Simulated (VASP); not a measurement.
# Ti (Pm-3m) in VASP: further runs, part 2 of 2

VASP 6.6.1. Earlier steps stand in the parts before.

### Step 3. Single point, BLYP (volume scaled by 1.04)

INCAR

```
PREC = Accurate ; ENCUT = 520
EDIFF = 1E-6 ; ISMEAR = -1
SIGMA = 0.1 ; LREAL = F
LASPH = T ; NELM = 100
ALGO = Normal ; ISIF = 2
LWAVE = F ; LCHARG = F
GGA = B5 ; ALDAX = 1.0
AGGAX = 1.0 ; AGGAC = 1.0
ALDAC = 0.0 ; NBANDS = 12
```

KPOINTS

```
regular mesh
0
Gamma
  13 13 13
```

POSCAR

```
Ti
1.0
    2.7095183712      0.0000000000      0.0000000000
    0.0000000000      2.7095183712      0.0000000000
    0.0000000000      0.0000000000      2.7095183712
Ti
1
Direct
    0.0000000000      0.0000000000      0.0000000000
```

Potentials or basis: VASP PAW PBE potentials, release 64 (Ti_sv).

On the command line:

```
> cat potpaw_PBE.64/Ti_sv/POTCAR > POTCAR
> mpirun -np 1 vasp_std > vasp.out
```

OUTCAR:

```text
PREC = Accurate
   ENCUT = 520
   EDIFF = 1E-6
   ISMEAR = -1
   LREAL = F
   LASPH = T
   NELM = 100
   ISIF = 2
   GGA = B5

 ion  position               nearest neighbor table
   1  0.000  0.000  0.000-

  LATTYP: Found a simple cubic cell.
 ALAT       =     2.7095183712

  Lattice vectors:

 A1 = (   2.7095183712,   0.0000000000,   0.0000000000)
 A2 = (   0.0000000000,   2.7095183712,   0.0000000000)
 A3 = (   0.0000000000,   0.0000000000,   2.7095183712)

Analysis of symmetry for initial positions (statically):
=====================================================================
 Subroutine PRICEL returns:
 Original cell was already a primitive cell.

 Routine SETGRP: Setting up the symmetry group for a
 simple cubic supercell.

 Subroutine GETGRP returns: Found 48 space group operations
 (whereof 48 operations were pure point group operations)
 out of a pool of 48 trial point group operations.

The static configuration has the point symmetry O_h .

Analysis of symmetry for dynamics (positions and initial velocities):
=====================================================================
 Subroutine PRICEL returns:
 Original cell was already a primitive cell.

 Routine SETGRP: Setting up the symmetry group for a
 simple cubic supercell.

 Subroutine GETGRP returns: Found 48 space group operations
 (whereof 48 operations were pure point group operations)
 out of a pool of 48 trial point group operations.

The dynamic configuration has the point symmetry O_h .

 Subroutine INISYM returns: Found 48 space group operations
 (whereof 48 operations are pure point group operations),
 and found     1 'primitive' translations

----------------------------------------------------------------------------------------

                                     Primitive cell

  volume of cell :      19.8919

  direct lattice vectors                    reciprocal lattice vectors
     2.709518371  0.000000000  0.000000000     0.369069282  0.000000000  0.000000000
     0.000000000  2.709518371  0.000000000     0.000000000  0.369069282  0.000000000
     0.000000000  0.000000000  2.709518371     0.000000000  0.000000000  0.369069282

  length of vectors
     2.709518371  2.709518371  2.709518371     0.369069282  0.369069282  0.369069282

  position of ions in fractional coordinates (direct lattice)
     0.000000000  0.000000000  0.000000000

  ion indices of the primitive-cell ions
   primitive index   ion index
                 1           1

----------------------------------------------------------------------------------------

 KPOINTS: regular mesh

Automatic generation of k-mesh.
 Grid dimensions read from file:
 generate k-points for:   13   13   13

 Generating k-lattice:

  Cartesian coordinates                     Fractional coordinates (reciprocal lattice)
     0.028389945  0.000000000  0.000000000     0.076923077  0.000000000  0.000000000
     0.000000000  0.028389945  0.000000000     0.000000000  0.076923077  0.000000000
     0.000000000  0.000000000  0.028389945     0.000000000  0.000000000  0.076923077

  Length of vectors
     0.028389945  0.028389945  0.028389945

  Shift w.r.t. Gamma in fractional coordinates (k-lattice)
     0.000000000  0.000000000  0.000000000

 Subroutine IBZKPT returns following result:
 ===========================================

 Found     84 irreducible k-points:

 Following reciprocal coordinates:
            Coordinates               Weight
  0.000000  0.000000  0.000000      1.000000
  0.076923  0.000000  0.000000      6.000000
  0.153846  0.000000  0.000000      6.000000
  0.230769  0.000000  0.000000      6.000000
  0.307692  0.000000  0.000000      6.000000
  0.384615  0.000000  0.000000      6.000000
[... 16 lines left out ...]
  0.307692  0.307692  0.000000     12.000000
  0.384615  0.307692  0.000000     24.000000
 [... further k-points ...]
   k-points           NKPTS =     84   k-points in BZ     NKDIM =     84   number of bands    NBANDS=     12
   number of dos      NEDOS =    301   number of ions     NIONS =      1
   total plane-waves  NPLWV =   8000
   dimension x,y,z NGX =    20 NGY =   20 NGZ =   20
   dimension x,y,z NGXF=    40 NGYF=   40 NGZF=   40
   ions per type =               1
   NGX,Y,Z   is equivalent  to a cutoff of  12.27, 12.27, 12.27 a.u.
   NGXF,Y,Z  is equivalent  to a cutoff of  24.54, 24.54, 24.54 a.u.
 SYSTEM =  unknown system
   PREC   = accura    normal or accurate (medium, high low for compatibility)
   ISTART =      0    job   : 0-new  1-cont  2-samecut
   ICHARG =      2    charge: 1-file 2-atom 10-const
   ISPIN  =      1    spin polarized calculation?
   LNONCOLLINEAR =      F non collinear calculations
   LSORBIT =      F    spin-orbit coupling
   LASPH  =      T    aspherical Exc in radial PAW
   ENCUT  =  520.0 eV  38.22 Ry    6.18 a.u.   5.04  5.04  5.04*2*pi/ulx,y,z
   NELM   =    100;   NELMIN=  2; NELMDL= -5     # of ELM steps
   EDIFF  = 0.1E-05   stopping-criterion for ELM
   LREAL  =      F    real-space projection
   EDIFFG = 0.1E-04   stopping-criterion for IOM
   NSW    =      0    number of steps for IOM
   IBRION =     -1    ionic relax: 0-MD 1-quasi-New 2-CG
   NFREE  =      0    steps in history (QN), initial steepest desc. (CG)
   ISIF   =      2    stress and relaxation
   ISYM   =      2    0-nonsym 1-usesym 2-fastsym
   POTIM  = 0.5000    time-step for ionic-motion
   TEBEG  =    0.0;   TEEND  =   0.0 temperature during run
   PSTRESS=    0.0 pullay stress
   NELECT =      12.0000    total number of electrons
   NUPDOWN=      -1.0000    fix difference up-down
   EMIN   =  10.00;   EMAX   =-10.00  energy-range for DOS
   EFERMI =   0.00;   METHOD = LEGACY
   ISMEAR =    -1;   SIGMA  =   0.10  broadening in eV -4-tet -1-fermi 0-gaus
   EFERMI_NEDOS =   21; number of points for ismear=-14 and -15
   IALGO  =     38    algorithm
   IMIX   =      4    mixing-type and parameters
     AMIX     =   0.40;   BMIX     =  1.00
     AMIX_MAG =   1.60;   BMIX_MAG =  1.00
  volume/ion in A,a.u.               =      19.89       134.24
  Fermi-wavevector in a.u.,A,eV,Ry     =   1.383279  2.614018 26.034218  1.913461
  Thomas-Fermi vector in A             =   2.507892
   LORBIT       =      0    0 simple, 1 ext, 2 COOP (PROOUT), +10 PAW based schemes
   GGA     = B5    functional components
   LHFCALC =     F    Hartree Fock is set to
   AEXX    =    0.0000 exact exchange contribution
   IVDW    =     0    specifies the selected vdW correction
   LEPSILON=     F    determine dielectric tensor
   LRPA    =     F    only Hartree local field effects (RPA)
 non-spin polarized calculation
  energy-cutoff  :      520.00
  volume of cell :       19.89
 maximum number of plane-waves:       549
   NGX = 11   NGY = 11   NGZ = 11

 number of electron      12.0000007 magnetization

 Free energy of the ion-electron system (eV)
  ---------------------------------------------------
  ext. energy  EPLUGINS =         0.00000000
  ---------------------------------------------------
  free energy    TOTEN  =        -6.09292390 eV

  energy without entropy =       -6.01475388  energy(sigma->0) =       -6.05383889

 E-fermi :   7.2127     XC(G=0): -10.2182

 val. band max:        7.2003573511   @ k =   0.4615   0.0000   0.0000
 cond. band min:       7.2191832940   @ k =   0.3846   0.1538   0.1538
 fundamental gap:      0.0188259429
 Fermi energy:         7.2127475671

 k-point     1 :       0.0000    0.0000    0.0000
  band No.  band energies     occupation
      1     -49.1828      2.00000
      2     -25.2278      2.00000
      3     -25.2278      2.00000
      4     -25.2278      2.00000
      5       1.8862      2.00000
      6       6.0260      1.99999
      7       6.0260      1.99999
      8      10.7512      0.00000
      9      10.7512      0.00000
     10      10.7512      0.00000
     11      22.2073      0.00000
     12      22.2073      0.00000
[... 331 lines left out ...]
 k-point    24 :       0.3846    0.3077    0.0000
  band No.  band energies     occupation
      1     -49.0375      2.00000
      2     -25.7710      2.00000
      3     -25.6248      2.00000
      4     -25.1356      2.00000
      5       5.3770      2.00000
      6       6.6402      1.99350
      7       8.7952      0.00000
      8       9.5051      0.00000
      9       9.8548      0.00000
     10       9.9866      0.00000
     11      14.7990      0.00000
     12      19.1096      0.00000

 [... further k-points ...]

------------------------ aborting loop because EDIFF is reached ----------------------------------------

  FORCE on cell =-STRESS in cart. coord.  units (eV):
  Direction    XX          YY          ZZ          XY          YZ          ZX
  --------------------------------------------------------------------------------------
  -------------------------------------------------------------------------------------
  Total       -0.3503237     -0.3503237     -0.3503237     -0.0000000      0.0000000      0.0000000
  in kB      -28.2165462    -28.2165462    -28.2165462     -0.0000000      0.0000000      0.0000000
  external PRESSURE =     -28.2165462 kB  Pullay stress =       0.0000000 kB

 VOLUME and BASIS-vectors are now :
 -----------------------------------------------------------------------------
  energy-cutoff  :      520.00
  volume of cell :       19.89
      direct lattice vectors                 reciprocal lattice vectors
     2.709518371  0.000000000  0.000000000     0.369069282  0.000000000  0.000000000
     0.000000000  2.709518371  0.000000000     0.000000000  0.369069282  0.000000000
     0.000000000  0.000000000  2.709518371     0.000000000  0.000000000  0.369069282

 POSITION                                       TOTAL-FORCE (eV/Angst)
 -----------------------------------------------------------------------------------
      0.00000      0.00000      0.00000         0.000000      0.000000      0.000000
 -----------------------------------------------------------------------------------
    total drift:                               -0.000000      0.000000      0.000000

  FREE ENERGIE OF THE ION-ELECTRON SYSTEM (eV)
  ---------------------------------------------------
  free  energy   TOTEN  =        -6.0929238974 eV

  energy  without entropy=       -6.0147538776  energy(sigma->0) =       -6.05383889
```

stdout:

```text
POSCAR found type information on POSCAR Ti
 POSCAR found :  1 types and       1 ions
 scaLAPACK will be used
 -----------------------------------------------------------------------------
|                                                                             |
|                                                                             |
|     You enforced a specific xc type in the INCAR file but a different       |
|     I HOPE YOU KNOW WHAT YOU ARE DOING!                                     |
|                                                                             |
 -----------------------------------------------------------------------------

 LDA part: xc-table for (Slater(with rela. corr.)+VWN5), standard interpolation
 POSCAR, INCAR and KPOINTS ok, starting setup
 FFT: planning ... GRIDC
 FFT: planning ... GRID_SOFT
 FFT: planning ... GRID
 WAVECAR not read
 entering main loop
```

Run time: 12 s. Hardware: 1 thread of Intel Xeon 6975P-C, shared host; peak memory 0.13 GiB.

Results:

```yaml
Free_energy: -6.0929 eV
Pressure: -2.8 GPa
Band_gap_on_the_k_mesh: zero (band 6 reaches 7.75 eV, above the bottom of band 7 at 6.03 eV)
```

Caveat: the PAW data sets were made with another functional, which shifts forces and pressure a little.

### Step 4. Single point, BLYP (volume scaled by 1.08)

INCAR

```
SYSTEM = Ti
  AGGAC = 1.0
  AGGAX = 1.0
  ALDAC = 0.0
  ALDAX = 1.0
  ALGO = Normal
  EDIFF = 1E-6
  ENCUT = 520
  GGA = B5
  ISIF = 2
  ISMEAR = -1
  LASPH = .True.
  LCHARG = .True.
  LELF = .True.
  LREAL = .False.
  LVHAR = .True.
  LWAVE = .False.
  NBANDS = 12
  NELM = 80
  PREC = Accurate
  SIGMA = 0.1
```

KPOINTS

```
k-points
0
Gamma
  13 13 13
  0 0 0
```

POSCAR

```
Ti
1.0
    2.7438197135      0.0000000000      0.0000000000
    0.0000000000      2.7438197135      0.0000000000
    0.0000000000      0.0000000000      2.7438197135
Ti
1
Direct
    0.0000000000      0.0000000000      0.0000000000
```

On the command line:

```
> cat potpaw_PBE.64/Ti_sv/POTCAR > POTCAR
> mpirun -np 1 vasp_std > vasp.out
```

Wall time 14 s (1 thread of Intel Xeon 6975P-C, shared host); peak memory 0.13 GiB.

Results (log left out):

```yaml
Free_energy: -6.0745 eV
Pressure: -5.0 GPa
Band_gap_on_the_k_mesh: zero (band 6 reaches 7.35 eV, above the bottom of band 7 at 5.74 eV)
```

Levels at points of the mesh, in eV from the Fermi level:
| k point | band 4 | band 5 | band 6 | band 7 | band 8 | band 9 |
| --- | --- | --- | --- | --- | --- | --- |
| (0.00, 0.00, 0.00) | -32.52 | -5.24 | -1.12 | -1.12 | 3.39 | 3.39 |

Caveat: the PAW data sets were made with another functional, which shifts forces and pressure a little.

### Step 5. Single point, BLYP (volume scaled by 1.12)

INCAR, as its differences from that of step 4:

```diff
@@ -18,3 +18,3 @@
   NBANDS = 12
-  NELM = 80
+  NELM = 100
   PREC = Accurate
```

KPOINTS is that of step 4.

POSCAR

```
Ti
1.0
    2.7772842276      0.0000000000      0.0000000000
    0.0000000000      2.7772842276      0.0000000000
    0.0000000000      0.0000000000      2.7772842276
Ti
1
Direct
    0.0000000000      0.0000000000      0.0000000000
```

On the command line:

```
> cat potpaw_PBE.64/Ti_sv/POTCAR > POTCAR
> mpirun -np 1 vasp_std > vasp.out
```

It took 15 s on 1 thread of Intel Xeon 6975P-C, shared host; peak memory 0.15 GiB.

The run converged. Its results:

```
Free energy            : -6.0467 eV
Pressure               : -6.8 GPa
Band gap on the k mesh : zero (band 6 reaches 6.99 eV, above the bottom of band 7 at 5.46 eV)
```

Levels at points of the mesh, in eV from the Fermi level:
```tsv
k point	band 4	band 5	band 6	band 7	band 8	band 9
(0.00, 0.00, 0.00)	-32.60	-5.16	-1.07	-1.07	3.25	3.25
```

Caveat: the PAW data sets were made with another functional, which shifts forces and pressure a little.

### Step 6. Summary

```tsv
cell	gap on the mesh (eV)	pressure (GPa)
a = 2.601 Å, 1 atom	none	6.7
a = 2.710 Å, 1 atom	none	-2.8
a = 2.744 Å, 1 atom	none	-5.0
a = 2.777 Å, 1 atom	none	-6.8
```

Alike in all rows: task single point; level BLYP; potentials or basis VASP PAW PBE potentials, release 64 (Ti_sv); no spin polarisation; k mesh 13 × 13 × 13; cutoff (eV) 520; smearing fermi-dirac 0.1 eV.

Caveats: the PAW data sets were made with another functional, which shifts forces and pressure a little.

Total energies depend on the potentials used, so only differences within one code and one set of settings carry meaning.
